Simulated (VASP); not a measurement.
# Br (Fd-3m) in VASP: a series of runs, part 2 of 2

VASP 6.6.1. The steps go on from the part before.

### 3 Single point, PBE

This run uses another cell than the first one, of 45.66 Å³/atom, 1.019 times its volume.

INCAR

```
SYSTEM = Br
PREC = Accurate ; ENCUT = 520
EDIFF = 1E-6 ; ISMEAR = -1
SIGMA = 0.06122561905347299 ; LREAL = .FALSE.
LASPH = .TRUE. ; NELM = 80
ALGO = Normal ; ISIF = 2
LWAVE = .FALSE. ; LCHARG = .FALSE.
GGA = PE ; NBANDS = 14
```

KPOINTS

```
regular mesh
0
G
  14 14 14
  0 0 0
```

POSCAR

```
Br
1.0
    0.0000000000      3.5742652127      3.5742652127
    3.5742652127      0.0000000000      3.5742652127
    3.5742652127      3.5742652127      0.0000000000
Br
2
Direct
    0.0000000000      0.0000000000      0.0000000000
    0.2500000000      0.2500000000      0.2500000000
```

Potentials or basis: VASP PAW PBE potentials, release 64 (Br).

Launch:

```sh
$ cat potpaw_PBE.64/Br/POTCAR > POTCAR
$ mpirun -np 1 vasp_std > vasp.out
```

OUTCAR:

```text
SYSTEM = Br
   PREC = Accurate
   ENCUT = 520
   EDIFF = 1E-6
   ISMEAR = -1
   LREAL = .FALSE.
   LASPH = .TRUE.
   NELM = 80
   ISIF = 2
   GGA = PE

 ion  position               nearest neighbor table
   1  0.000  0.000  0.000-
   2  0.250  0.250  0.250-

  LATTYP: Found a face centered cubic cell.
 ALAT       =     7.1485304254

  Lattice vectors:

 A1 = (   0.0000000000,   3.5742652127,   3.5742652127)
 A2 = (   3.5742652127,   0.0000000000,   3.5742652127)
 A3 = (   3.5742652127,   3.5742652127,   0.0000000000)

Analysis of symmetry for initial positions (statically):
=====================================================================
 Subroutine PRICEL returns:
 Original cell was already a primitive cell.

 Routine SETGRP: Setting up the symmetry group for a
 face centered cubic supercell.

 Subroutine GETGRP returns: Found 48 space group operations
 (whereof 24 operations were pure point group operations)
 out of a pool of 48 trial point group operations.

The static configuration has the point symmetry T_d .
 The point group associated with its full space group is O_h .

Analysis of symmetry for dynamics (positions and initial velocities):
=====================================================================
 Subroutine PRICEL returns:
 Original cell was already a primitive cell.

 Routine SETGRP: Setting up the symmetry group for a
 face centered cubic supercell.

 Subroutine GETGRP returns: Found 48 space group operations
 (whereof 24 operations were pure point group operations)
 out of a pool of 48 trial point group operations.

The dynamic configuration has the point symmetry T_d .
 The point group associated with its full space group is O_h .

 Subroutine INISYM returns: Found 48 space group operations
 (whereof 24 operations are pure point group operations),
 and found     1 'primitive' translations

----------------------------------------------------------------------------------------

                                     Primitive cell

  volume of cell :      91.3251

  direct lattice vectors                    reciprocal lattice vectors
     0.000000000  3.574265213  3.574265213    -0.139888892  0.139888892  0.139888892
     3.574265213  0.000000000  3.574265213     0.139888892 -0.139888892  0.139888892
     3.574265213  3.574265213  0.000000000     0.139888892  0.139888892 -0.139888892

  length of vectors
     5.054774339  5.054774339  5.054774339     0.242294668  0.242294668  0.242294668

  position of ions in fractional coordinates (direct lattice)
     0.000000000  0.000000000  0.000000000
     0.250000000  0.250000000  0.250000000

  ion indices of the primitive-cell ions
   primitive index   ion index
                 1           1
                 2           2

----------------------------------------------------------------------------------------

 KPOINTS: regular mesh

Automatic generation of k-mesh.
 Grid dimensions read from file:
 generate k-points for:   14   14   14

 Generating k-lattice:

  Cartesian coordinates                     Fractional coordinates (reciprocal lattice)
    -0.009992064  0.009992064  0.009992064     0.071428571  0.000000000  0.000000000
     0.009992064 -0.009992064  0.009992064     0.000000000  0.071428571  0.000000000
     0.009992064  0.009992064 -0.009992064     0.000000000  0.000000000  0.071428571

  Length of vectors
     0.017306762  0.017306762  0.017306762

  Shift w.r.t. Gamma in fractional coordinates (k-lattice)
     0.000000000  0.000000000  0.000000000

 Subroutine IBZKPT returns following result:
 ===========================================

 Found    104 irreducible k-points:

 Following reciprocal coordinates:
            Coordinates               Weight
  0.000000  0.000000  0.000000      1.000000
  0.071429  0.000000  0.000000      8.000000
  0.142857  0.000000  0.000000      8.000000
  0.214286  0.000000  0.000000      8.000000
  0.285714  0.000000  0.000000      8.000000
  0.357143  0.000000  0.000000      8.000000
[... 16 lines left out ...]
  0.214286  0.142857  0.000000     24.000000
  0.285714  0.142857  0.000000     24.000000
 [... further k-points ...]
   k-points           NKPTS =    104   k-points in BZ     NKDIM =    104   number of bands    NBANDS=     14
   number of dos      NEDOS =    301   number of ions     NIONS =      2
   total plane-waves  NPLWV =  64000
   dimension x,y,z NGX =    40 NGY =   40 NGZ =   40
   dimension x,y,z NGXF=    80 NGYF=   80 NGZF=   80
   ions per type =               2
   NGX,Y,Z   is equivalent  to a cutoff of  13.16, 13.16, 13.16 a.u.
   NGXF,Y,Z  is equivalent  to a cutoff of  26.31, 26.31, 26.31 a.u.
 SYSTEM =  Br
   PREC   = accura    normal or accurate (medium, high low for compatibility)
   ISTART =      0    job   : 0-new  1-cont  2-samecut
   ICHARG =      2    charge: 1-file 2-atom 10-const
   ISPIN  =      1    spin polarized calculation?
   LNONCOLLINEAR =      F non collinear calculations
   LSORBIT =      F    spin-orbit coupling
   LASPH  =      T    aspherical Exc in radial PAW
   ENCUT  =  520.0 eV  38.22 Ry    6.18 a.u.   9.40  9.40  9.40*2*pi/ulx,y,z
   NELM   =     80;   NELMIN=  2; NELMDL= -5     # of ELM steps
   EDIFF  = 0.1E-05   stopping-criterion for ELM
   LREAL  =      F    real-space projection
   EDIFFG = 0.1E-04   stopping-criterion for IOM
   NSW    =      0    number of steps for IOM
   IBRION =     -1    ionic relax: 0-MD 1-quasi-New 2-CG
   NFREE  =      0    steps in history (QN), initial steepest desc. (CG)
   ISIF   =      2    stress and relaxation
   ISYM   =      2    0-nonsym 1-usesym 2-fastsym
   POTIM  = 0.5000    time-step for ionic-motion
   TEBEG  =    0.0;   TEEND  =   0.0 temperature during run
   PSTRESS=    0.0 pullay stress
   NELECT =      14.0000    total number of electrons
   NUPDOWN=      -1.0000    fix difference up-down
   EMIN   =  10.00;   EMAX   =-10.00  energy-range for DOS
   EFERMI =   0.00;   METHOD = LEGACY
   ISMEAR =    -1;   SIGMA  =   0.06  broadening in eV -4-tet -1-fermi 0-gaus
   EFERMI_NEDOS =   21; number of points for ismear=-14 and -15
   IALGO  =     38    algorithm
   IMIX   =      4    mixing-type and parameters
     AMIX     =   0.40;   BMIX     =  1.00
     AMIX_MAG =   1.60;   BMIX_MAG =  1.00
  volume/ion in A,a.u.               =      45.66       308.15
  Fermi-wavevector in a.u.,A,eV,Ry     =   0.876168  1.655718 10.444790  0.767670
  Thomas-Fermi vector in A             =   1.995941
   LORBIT       =      0    0 simple, 1 ext, 2 COOP (PROOUT), +10 PAW based schemes
   GGA     = PE    functional components
[... 5 lines left out ...]
 non-spin polarized calculation
  energy-cutoff  :      520.00
  volume of cell :       91.33
 maximum number of plane-waves:      2487
 NGX is ok and might be reduce to    40
   NGX = 19   NGY = 19   NGZ = 19

 number of electron      14.0000004 magnetization

 Free energy of the ion-electron system (eV)
  ---------------------------------------------------
  ext. energy  EPLUGINS =         0.00000000
  ---------------------------------------------------
  free energy    TOTEN  =        -2.02351001 eV

  energy without entropy =       -1.95417680  energy(sigma->0) =       -1.98884340

 E-fermi :  -1.7738     XC(G=0):  -6.5571

 val. band max:       -1.7738257841   @ k =  -0.2143   0.3571   0.1429
 cond. band min:      -1.7685468375   @ k =   0.5000   0.1429   0.0714
 fundamental gap:      0.0052789466
 Fermi energy:        -1.7738016420

 k-point     1 :       0.0000    0.0000    0.0000
  band No.  band energies     occupation
      1     -16.4974      2.00000
      2     -14.7995      2.00000
      3      -4.2054      2.00000
      4      -4.2054      2.00000
      5      -4.2054      2.00000
      6      -2.5251      1.99999
      7      -2.5251      1.99999
      8      -2.5251      1.99999
      9       3.5337      0.00000
     10       7.4702      0.00000
     11       7.4702      0.00000
     12       8.7553      0.00000
     13       8.7553      0.00000
     14       8.7553      0.00000
[... 375 lines left out ...]
 k-point    24 :       0.2857    0.1429    0.0000
  band No.  band energies     occupation
      1     -16.3046      2.00000
      2     -15.0506      2.00000
      3      -4.5963      2.00000
      4      -4.5405      2.00000
      5      -4.0729      2.00000
      6      -2.6826      2.00000
      7      -2.0660      1.98322
      8      -2.0347      1.97219
      9       4.7179      0.00000
     10       6.1709      0.00000
     11       7.6647      0.00000
     12       8.5506      0.00000
     13       9.0796      0.00000
     14       9.6957      0.00000

 [... further k-points ...]

------------------------ aborting loop because EDIFF is reached ----------------------------------------

  FORCE on cell =-STRESS in cart. coord.  units (eV):
  Direction    XX          YY          ZZ          XY          YZ          ZX
  --------------------------------------------------------------------------------------
  -------------------------------------------------------------------------------------
  Total       -0.4274989     -0.4274989     -0.4274989      0.0000000     -0.0000000      0.0000000
  in kB       -7.4998970     -7.4998970     -7.4998970      0.0000000     -0.0000000      0.0000000
  external PRESSURE =      -7.4998970 kB  Pullay stress =       0.0000000 kB

 VOLUME and BASIS-vectors are now :
 -----------------------------------------------------------------------------
  energy-cutoff  :      520.00
  volume of cell :       91.33
      direct lattice vectors                 reciprocal lattice vectors
     0.000000000  3.574265213  3.574265213    -0.139888892  0.139888892  0.139888892
     3.574265213  0.000000000  3.574265213     0.139888892 -0.139888892  0.139888892
     3.574265213  3.574265213  0.000000000     0.139888892  0.139888892 -0.139888892

 POSITION                                       TOTAL-FORCE (eV/Angst)
 -----------------------------------------------------------------------------------
      0.00000      0.00000      0.00000        -0.000000     -0.000000      0.000000
      1.78713      1.78713      1.78713         0.000000      0.000000     -0.000000
 -----------------------------------------------------------------------------------
    total drift:                               -0.000000      0.000000      0.000000

  FREE ENERGIE OF THE ION-ELECTRON SYSTEM (eV)
  ---------------------------------------------------
  free  energy   TOTEN  =        -2.0235100099 eV

  energy  without entropy=       -1.9541767998  energy(sigma->0) =       -1.98884340
```

OSZICAR:

```text
N       E                     dE             d eps       ncg     rms          rms(c)
DAV:   1     0.744306821311E+02    0.74431E+02   -0.52313E+03  2912   0.789E+02
DAV:   2     0.381494975538E+01   -0.70616E+02   -0.66983E+02  4518   0.140E+02
DAV:   3    -0.196271434027E+01   -0.57777E+01   -0.56557E+01  3770   0.423E+01
DAV:   4    -0.202169914872E+01   -0.58985E-01   -0.58947E-01  3620   0.533E+00
DAV:   5    -0.202232822634E+01   -0.62908E-03   -0.62904E-03  3902   0.528E-01    0.471E+00
DAV:   6    -0.202271899793E+01   -0.39077E-03   -0.15326E-03  3650   0.246E-01    0.288E+00
DAV:   7    -0.202353196285E+01   -0.81296E-03   -0.21759E-03  3854   0.311E-01    0.589E-02
DAV:   8    -0.202350619951E+01    0.25763E-04   -0.10921E-04  3548   0.530E-02    0.113E-02
DAV:   9    -0.202350932521E+01   -0.31257E-05   -0.51862E-06  3938   0.137E-02    0.503E-03
DAV:  10    -0.202351000989E+01   -0.68468E-06   -0.12043E-06  2788   0.943E-03
   1 F= -.20235100E+01 E0= -.19888434E+01  d E =-.693332E-01
```

It took 63 s on 1 thread of AMD EPYC 9R45 (Zen 5), shared host; peak memory 0.26 GiB.

Results:

| Item | Value |
| --- | --- |
| Free energy | -2.0235 eV |
| Pressure | -0.7 GPa |
| Band gap on the k mesh | zero (band 7 reaches -1.47 eV, above the bottom of band 8 at -2.53 eV) |
